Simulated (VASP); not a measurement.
# SiO2 (P4_2/mnm) in VASP: further runs

Runs on SiO2. Level: LDA. Tasks: single point.

Everything below comes from runs of VASP 6.6.1. Logs are shortened: lines on timing, memory, paths and dates and some standing lists are left out, and cuts for length are marked.

## Step 1: The cell of the first run

It takes space group P4_2/mnm (No. 136, tetragonal). The conventional cell has a = 4.177 Å, b = 4.177 Å, c = 2.665 Å, α = 90.00°, β = 90.00°, γ = 90.00°. Within 2.3 Å of Si (site symmetry mmm) lie 6 O at 1.76 to 1.81 Å. O (site symmetry m2m) has 3 Si at 1.76 to 1.81 Å and 1 O at 2.29 Å within 2.3 Å.

## Step 2: Single point, LDA

Contents of INCAR:

```
PREC = Accurate ; ENCUT = 520
EDIFF = 1E-6 ; ISMEAR = 0
SIGMA = 0.01 ; LREAL = F
LASPH = T ; NELM = 60
ALGO = Normal ; ISIF = 2
LWAVE = F ; LCHARG = T
GGA = CA ; LELF = T
LVHAR = T ; NBANDS = 25
```

Contents of KPOINTS:

```
regular mesh
0
Gamma
  6 6 8
```

Contents of POSCAR:

```
SiO2
1.0
    4.1773000000      0.0000000000      0.0000000000
    0.0000000000      4.1773000000      0.0000000000
    0.0000000000      0.0000000000      2.6652000000
Si O
2 4
Direct
    0.0000000000      0.0000000000      0.0000000000
    0.5000000000      0.5000000000      0.5000000000
    0.3059000000      0.3059000000      0.0000000000
    0.1941000000      0.8059000000      0.5000000000
    0.6941000000      0.6941000000      0.0000000000
    0.8059000000      0.1941000000      0.5000000000
```

Potentials or basis: VASP PAW LDA potentials, release 64 (Si, O).

The run is started by

```bash
> cat potpaw_LDA.64/Si/POTCAR potpaw_LDA.64/O/POTCAR > POTCAR
> mpirun -np 1 vasp_std > vasp.out
```

OUTCAR:

```text
PREC = Accurate
   ENCUT = 520
   EDIFF = 1E-6
   ISMEAR = 0
   LREAL = F
   LASPH = T
   NELM = 60
   ISIF = 2
   GGA = CA

 ion  position               nearest neighbor table
   1  0.000  0.000  0.000-   4 1.76   6 1.76   4 1.76   6 1.76   5 1.81   3 1.81
   2  0.500  0.500  0.500-   3 1.76   5 1.76   3 1.76   5 1.76   4 1.81   6 1.81
   3  0.306  0.306  0.000-   2 1.76   2 1.76   1 1.81
   4  0.194  0.806  0.500-   1 1.76   1 1.76   2 1.81
   5  0.694  0.694  0.000-   2 1.76   2 1.76   1 1.81
   6  0.806  0.194  0.500-   1 1.76   1 1.76   2 1.81

  LATTYP: Found a simple tetragonal cell.
 ALAT       =     4.1773000000
 C/A-ratio  =     0.6380197735

  Lattice vectors:

 A1 = (   4.1773000000,   0.0000000000,   0.0000000000)
 A2 = (   0.0000000000,   4.1773000000,   0.0000000000)
 A3 = (   0.0000000000,   0.0000000000,   2.6652000000)

Analysis of symmetry for initial positions (statically):
=====================================================================
 Subroutine PRICEL returns:
 Original cell was already a primitive cell.

 Routine SETGRP: Setting up the symmetry group for a
 simple tetragonal supercell.

 Subroutine GETGRP returns: Found 16 space group operations
 (whereof  8 operations were pure point group operations)
 out of a pool of 16 trial point group operations.

The static configuration has the point symmetry D_2h.
 The point group associated with its full space group is D_4h.

Analysis of symmetry for dynamics (positions and initial velocities):
=====================================================================
 Subroutine PRICEL returns:
 Original cell was already a primitive cell.

 Routine SETGRP: Setting up the symmetry group for a
 simple tetragonal supercell.

 Subroutine GETGRP returns: Found 16 space group operations
 (whereof  8 operations were pure point group operations)
 out of a pool of 16 trial point group operations.

The dynamic configuration has the point symmetry D_2h.
 The point group associated with its full space group is D_4h.

 Subroutine INISYM returns: Found 16 space group operations
 (whereof  8 operations are pure point group operations),
 and found     1 'primitive' translations

----------------------------------------------------------------------------------------

                                     Primitive cell

  volume of cell :      46.5073

  direct lattice vectors                    reciprocal lattice vectors
     4.177300000  0.000000000  0.000000000     0.239389079  0.000000000  0.000000000
     0.000000000  4.177300000  0.000000000     0.000000000  0.239389079  0.000000000
     0.000000000  0.000000000  2.665200000     0.000000000  0.000000000  0.375206363

  length of vectors
     4.177300000  4.177300000  2.665200000     0.239389079  0.239389079  0.375206363

  position of ions in fractional coordinates (direct lattice)
     0.000000000  0.000000000  0.000000000
     0.500000000  0.500000000  0.500000000
     0.305900000  0.305900000  0.000000000
     0.194100000  0.805900000  0.500000000
     0.694100000  0.694100000  0.000000000
     0.805900000  0.194100000  0.500000000

  ion indices of the primitive-cell ions
   primitive index   ion index
                 1           1
                 2           2
                 3           3
                 4           4
                 5           5
                 6           6

----------------------------------------------------------------------------------------

 KPOINTS: regular mesh

Automatic generation of k-mesh.
 Grid dimensions read from file:
 generate k-points for:    6    6    8

 Generating k-lattice:

  Cartesian coordinates                     Fractional coordinates (reciprocal lattice)
     0.039898180  0.000000000  0.000000000     0.166666667  0.000000000  0.000000000
     0.000000000  0.039898180  0.000000000     0.000000000  0.166666667  0.000000000
     0.000000000  0.000000000  0.046900795     0.000000000  0.000000000  0.125000000

  Length of vectors
     0.039898180  0.039898180  0.046900795

  Shift w.r.t. Gamma in fractional coordinates (k-lattice)
     0.000000000  0.000000000  0.000000000

 Subroutine IBZKPT returns following result:
 ===========================================

 Found     50 irreducible k-points:

 Following reciprocal coordinates:
            Coordinates               Weight
  0.000000  0.000000  0.000000      1.000000
  0.166667  0.000000  0.000000      4.000000
  0.333333  0.000000  0.000000      4.000000
  0.500000  0.000000  0.000000      2.000000
  0.166667  0.166667  0.000000      4.000000
  0.333333  0.166667  0.000000      8.000000
[... 16 lines left out ...]
  0.333333  0.000000  0.250000      8.000000
  0.500000  0.000000  0.250000      4.000000
 [... further k-points ...]
   k-points           NKPTS =     50   k-points in BZ     NKDIM =     50   number of bands    NBANDS=     25
   number of dos      NEDOS =    301   number of ions     NIONS =      6
   total plane-waves  NPLWV =  20480
   dimension x,y,z NGX =    32 NGY =   32 NGZ =   20
   dimension x,y,z NGXF=    64 NGYF=   64 NGZF=   40
   ions per type =               2   4
   NGX,Y,Z   is equivalent  to a cutoff of  12.74, 12.74, 12.48 a.u.
   NGXF,Y,Z  is equivalent  to a cutoff of  25.47, 25.47, 24.95 a.u.
 SYSTEM =  unknown system
   PREC   = accura    normal or accurate (medium, high low for compatibility)
   ISTART =      0    job   : 0-new  1-cont  2-samecut
   ICHARG =      2    charge: 1-file 2-atom 10-const
   ISPIN  =      1    spin polarized calculation?
   LNONCOLLINEAR =      F non collinear calculations
   LSORBIT =      F    spin-orbit coupling
   LASPH  =      T    aspherical Exc in radial PAW
   ENCUT  =  520.0 eV  38.22 Ry    6.18 a.u.   7.77  7.77  4.96*2*pi/ulx,y,z
   NELM   =     60;   NELMIN=  2; NELMDL= -5     # of ELM steps
   EDIFF  = 0.1E-05   stopping-criterion for ELM
   LREAL  =      F    real-space projection
   EDIFFG = 0.1E-04   stopping-criterion for IOM
   NSW    =      0    number of steps for IOM
   IBRION =     -1    ionic relax: 0-MD 1-quasi-New 2-CG
   NFREE  =      0    steps in history (QN), initial steepest desc. (CG)
   ISIF   =      2    stress and relaxation
   ISYM   =      2    0-nonsym 1-usesym 2-fastsym
   POTIM  = 0.5000    time-step for ionic-motion
   TEBEG  =    0.0;   TEEND  =   0.0 temperature during run
   PSTRESS=    0.0 pullay stress
   NELECT =      32.0000    total number of electrons
   NUPDOWN=      -1.0000    fix difference up-down
   EMIN   =  10.00;   EMAX   =-10.00  energy-range for DOS
   EFERMI =   0.00;   METHOD = LEGACY
   ISMEAR =     0;   SIGMA  =   0.01  broadening in eV -4-tet -1-fermi 0-gaus
   EFERMI_NEDOS =   21; number of points for ismear=-14 and -15
   IALGO  =     38    algorithm
   IMIX   =      4    mixing-type and parameters
     AMIX     =   0.40;   BMIX     =  1.00
     AMIX_MAG =   1.60;   BMIX_MAG =  1.00
  volume/ion in A,a.u.               =       7.75        52.31
  Fermi-wavevector in a.u.,A,eV,Ry     =   1.445277  2.731178 28.420200  2.088826
  Thomas-Fermi vector in A             =   2.563477
   LORBIT       =      0    0 simple, 1 ext, 2 COOP (PROOUT), +10 PAW based schemes
   GGA     = CA    functional components
   LHFCALC =     F    Hartree Fock is set to
   AEXX    =    0.0000 exact exchange contribution
   IVDW    =     0    specifies the selected vdW correction
   LEPSILON=     F    determine dielectric tensor
   LRPA    =     F    only Hartree local field effects (RPA)
 non-spin polarized calculation
 Gauss-broadening in eV      SIGMA  =   0.01
  energy-cutoff  :      520.00
  volume of cell :       46.51
 maximum number of plane-waves:      1268
 NGX is ok and might be reduce to    32
   NGX = 15   NGY = 15   NGZ =  9

 number of electron      31.9999974 magnetization

 Free energy of the ion-electron system (eV)
  ---------------------------------------------------
  ext. energy  EPLUGINS =         0.00000000
  ---------------------------------------------------
  free energy    TOTEN  =       -51.96702130 eV

  energy without entropy =      -51.96702130  energy(sigma->0) =      -51.96702130

 E-fermi :   8.2856     XC(G=0): -12.7389

 val. band max:        8.1170935298   @ k =   0.0000   0.0000   0.0000
 cond. band min:      13.7409091459   @ k =   0.0000   0.0000   0.0000
 fundamental gap:      5.6238156161
 Fermi energy:         8.2855990987

 k-point     1 :       0.0000    0.0000    0.0000
  band No.  band energies     occupation
      1     -14.3172      2.00000
      2     -10.5631      2.00000
      3     -10.5631      2.00000
      4     -10.3282      2.00000
      5      -2.8152      2.00000
      6       1.5783      2.00000
[... 17 lines left out ...]
     24      22.1596      0.00000
     25      23.6348      0.00000

 k-point     2 :       0.1667    0.0000    0.0000
  band No.  band energies     occupation
      1     -14.1688      2.00000
      2     -11.2614      2.00000
      3     -10.4862      2.00000
      4      -9.9470      2.00000
      5      -2.6292      2.00000
      6       0.8323      2.00000
[... 17 lines left out ...]
     24      21.5760      0.00000
     25      23.4066      0.00000

 k-point     3 :       0.3333    0.0000    0.0000
  band No.  band energies     occupation
      1     -13.7345      2.00000
      2     -12.1842      2.00000
      3     -10.2797      2.00000
      4      -9.8500      2.00000
      5      -2.1093      2.00000
      6      -0.2961      2.00000
[... 552 lines left out ...]
 k-point    23 :       0.3333    0.0000    0.2500
  band No.  band energies     occupation
      1     -12.9640      2.00000
      2     -11.6079      2.00000
      3      -9.9989      2.00000
      4      -9.8023      2.00000
      5      -1.6012      2.00000
      6       0.1637      2.00000
[... 17 lines left out ...]
     24      20.7487      0.00000
     25      21.6308      0.00000

 k-point    24 :       0.5000    0.0000    0.2500
  band No.  band energies     occupation
      1     -12.3533      2.00000
      2     -12.3533      2.00000
      3      -9.8649      2.00000
      4      -9.8649      2.00000
      5      -0.6908      2.00000
      6      -0.6908      2.00000
[... 17 lines left out ...]
     24      20.7632      0.00000
     25      21.5467      0.00000

 [... further k-points ...]

------------------------ aborting loop because EDIFF is reached ----------------------------------------

  FORCE on cell =-STRESS in cart. coord.  units (eV):
  Direction    XX          YY          ZZ          XY          YZ          ZX
  --------------------------------------------------------------------------------------
  -------------------------------------------------------------------------------------
  Total       -0.9275611     -0.9275611     -0.4129612     -0.0000000      0.0000000      0.0000000
  in kB      -31.9544965    -31.9544965    -14.2265216     -0.0000000      0.0000000      0.0000000
  external PRESSURE =     -26.0451715 kB  Pullay stress =       0.0000000 kB

 VOLUME and BASIS-vectors are now :
 -----------------------------------------------------------------------------
  energy-cutoff  :      520.00
  volume of cell :       46.51
      direct lattice vectors                 reciprocal lattice vectors
     4.177300000  0.000000000  0.000000000     0.239389079  0.000000000  0.000000000
     0.000000000  4.177300000  0.000000000     0.000000000  0.239389079  0.000000000
     0.000000000  0.000000000  2.665200000     0.000000000  0.000000000  0.375206363

 POSITION                                       TOTAL-FORCE (eV/Angst)
 -----------------------------------------------------------------------------------
      0.00000      0.00000      0.00000         0.000000      0.000000      0.000000
      2.08865      2.08865      1.33260         0.000000      0.000000      0.000000
      1.27784      1.27784      0.00000         0.002959      0.002959     -0.000000
      0.81081      3.36649      1.33260        -0.002959      0.002959     -0.000000
      2.89946      2.89946      0.00000        -0.002959     -0.002959      0.000000
      3.36649      0.81081      1.33260         0.002959     -0.002959      0.000000
 -----------------------------------------------------------------------------------
    total drift:                                0.000000      0.000000     -0.000000

  FREE ENERGIE OF THE ION-ELECTRON SYSTEM (eV)
  ---------------------------------------------------
  free  energy   TOTEN  =       -51.9670212960 eV

  energy  without entropy=      -51.9670212960  energy(sigma->0) =      -51.96702130
```

Run time: 51 s. Hardware: 1 thread of Intel Xeon 8259CL, shared host; peak memory 0.16 GiB.

What came out:

- Free energy: -51.9670 eV
- Pressure: -2.6 GPa
- Largest force: 0.004 eV/Å
- Band gap on the k mesh: 5.62 eV

Forces in eV/Å, atoms in the order of the input:
```
Si   0.000  0.000  0.000
Si   0.000  0.000  0.000
O    0.003  0.003  0.000
O   -0.003  0.003  0.000
O   -0.003 -0.003  0.000
O    0.003 -0.003  0.000
```

Levels at points of the mesh, in eV from the valence-band top:
| k point | band 12 | band 13 | band 14 | band 15 | band 16 | band 17 | band 18 | band 19 | band 20 | band 21 |
| --- | --- | --- | --- | --- | --- | --- | --- | --- | --- | --- |
| (0.00, 0.00, 0.00) | -3.18 | -2.55 | -0.90 | -0.90 | 0.00 | 5.62 | 6.44 | 8.33 | 8.33 | 10.71 |
| (0.50, 0.00, 0.00) | -3.96 | -2.73 | -2.73 | -1.09 | -1.09 | 7.63 | 7.63 | 8.88 | 8.88 | 10.80 |
| (0.50, 0.50, 0.00) | -3.32 | -2.72 | -2.72 | -2.33 | -2.33 | 7.28 | 7.28 | 9.87 | 9.87 | 12.94 |
| (0.00, 0.00, 0.50) | -4.71 | -3.17 | -3.17 | -2.73 | -2.73 | 8.90 | 8.90 | 12.39 | 12.39 | 12.53 |
| (0.50, 0.00, 0.50) | -4.08 | -2.33 | -2.33 | -1.80 | -1.80 | 8.59 | 8.59 | 9.70 | 9.70 | 11.94 |
| (0.50, 0.50, 0.50) | -4.57 | -1.80 | -1.80 | -1.58 | -1.58 | 7.04 | 7.04 | 10.75 | 10.75 | 11.41 |

## Step 3: Single point, LDA

This run uses another cell than the first one, of 7.94 Å³/atom.

Contents of INCAR:

```
ALGO = Normal ; EDIFF = 1E-6
ENCUT = 520 ; ISIF = 2
ISMEAR = 0 ; LASPH = T
LCHARG = F ; LREAL = F
LWAVE = F ; NBANDS = 25
NELM = 100 ; PREC = Accurate
SIGMA = 0.01
```

Contents of KPOINTS:

```
k-points
0
Gamma
  6 6 8
```

POSCAR, as its differences from that of step 2:

```diff
@@ -2,5 +2,5 @@
 1.0
-    4.1773000000      0.0000000000      0.0000000000
-    0.0000000000      4.1773000000      0.0000000000
-    0.0000000000      0.0000000000      2.6652000000
+    4.2118247061      0.0000000000      0.0000000000
+    0.0000000000      4.2118247061      0.0000000000
+    0.0000000000      0.0000000000      2.6872274452
 Si O
```

Potentials or basis: VASP PAW LDA potentials, release 64 (Si, O).

The run is started by

```bash
> cat potpaw_LDA.64/Si/POTCAR potpaw_LDA.64/O/POTCAR > POTCAR
> mpirun -np 1 vasp_std > vasp.out
```

OUTCAR:

```text
EDIFF = 1E-6
   ENCUT = 520
   ISIF = 2
   ISMEAR = 0
   LASPH = T
   LREAL = F
   NELM = 100
   PREC = Accurate

 ion  position               nearest neighbor table
   1  0.000  0.000  0.000-   4 1.77   6 1.77   4 1.77   6 1.77   5 1.82   3 1.82
   2  0.500  0.500  0.500-   3 1.77   5 1.77   3 1.77   5 1.77   4 1.82   6 1.82
   3  0.306  0.306  0.000-   2 1.77   2 1.77   1 1.82
   4  0.194  0.806  0.500-   1 1.77   1 1.77   2 1.82
   5  0.694  0.694  0.000-   2 1.77   2 1.77   1 1.82
   6  0.806  0.194  0.500-   1 1.77   1 1.77   2 1.82

  LATTYP: Found a simple tetragonal cell.
 ALAT       =     4.2118247061
 C/A-ratio  =     0.6380197735

  Lattice vectors:

 A1 = (   4.2118247061,   0.0000000000,   0.0000000000)
 A2 = (   0.0000000000,   4.2118247061,   0.0000000000)
 A3 = (   0.0000000000,   0.0000000000,   2.6872274452)

Analysis of symmetry for initial positions (statically):
=====================================================================
 Subroutine PRICEL returns:
 Original cell was already a primitive cell.

 Routine SETGRP: Setting up the symmetry group for a
 simple tetragonal supercell.

 Subroutine GETGRP returns: Found 16 space group operations
[... 180 lines left out ...]
 fundamental gap:      5.1833300556
 Fermi energy:         7.8544379757

 k-point     1 :       0.0000    0.0000    0.0000
  band No.  band energies     occupation
      1     -14.3980      2.00000
      2     -10.7715      2.00000
      3     -10.7715      2.00000
      4     -10.5426      2.00000
      5      -3.0136      2.00000
      6       1.3736      2.00000
[... 661 lines left out ...]
     24      20.2829      0.00000
     25      21.0412      0.00000

 [... further k-points ...]

------------------------ aborting loop because EDIFF is reached ----------------------------------------

  FORCE on cell =-STRESS in cart. coord.  units (eV):
  Direction    XX          YY          ZZ          XY          YZ          ZX
  --------------------------------------------------------------------------------------
  -------------------------------------------------------------------------------------
  Total       -3.0489182     -3.0489182     -3.0340482      0.0000000      0.0000000      0.0000000
  in kB     -102.4734503   -102.4734503   -101.9736732      0.0000000      0.0000000      0.0000000
  external PRESSURE =    -102.3068579 kB  Pullay stress =       0.0000000 kB

 VOLUME and BASIS-vectors are now :
 -----------------------------------------------------------------------------
  energy-cutoff  :      520.00
  volume of cell :       47.67
      direct lattice vectors                 reciprocal lattice vectors
     4.211824706  0.000000000  0.000000000     0.237426785  0.000000000  0.000000000
     0.000000000  4.211824706  0.000000000     0.000000000  0.237426785  0.000000000
     0.000000000  0.000000000  2.687227445     0.000000000  0.000000000  0.372130763

 POSITION                                       TOTAL-FORCE (eV/Angst)
 -----------------------------------------------------------------------------------
      0.00000      0.00000      0.00000         0.000000      0.000000      0.000000
      2.10591      2.10591      1.34361         0.000000      0.000000      0.000000
      1.28840      1.28840      0.00000         0.117253      0.117253      0.000000
      0.81752      3.39431      1.34361        -0.117253      0.117253      0.000000
      2.92343      2.92343      0.00000        -0.117253     -0.117253      0.000000
      3.39431      0.81752      1.34361         0.117253     -0.117253      0.000000
 -----------------------------------------------------------------------------------
    total drift:                                0.000000      0.000000     -0.000000

  FREE ENERGIE OF THE ION-ELECTRON SYSTEM (eV)
  ---------------------------------------------------
  free  energy   TOTEN  =       -51.9226739575 eV

  energy  without entropy=      -51.9226739575  energy(sigma->0) =      -51.92267396
```

Wall time 54 s (1 thread of Intel Xeon 8259CL, shared host); peak memory 0.16 GiB.

Results:

| Item | Value |
| --- | --- |
| Free energy | -51.9227 eV |
| Pressure | -10.2 GPa |
| Largest force | 0.166 eV/Å |
| Band gap on the k mesh | 5.18 eV |

Forces on the atoms (eV/Å):
```
Si   0.000  0.000  0.000
Si   0.000  0.000  0.000
O    0.117  0.117  0.000
O   -0.117  0.117  0.000
O   -0.117 -0.117  0.000
O    0.117 -0.117  0.000
```

Caveat: the cell stands under tension.

(Part 1 of 2 ends here.)
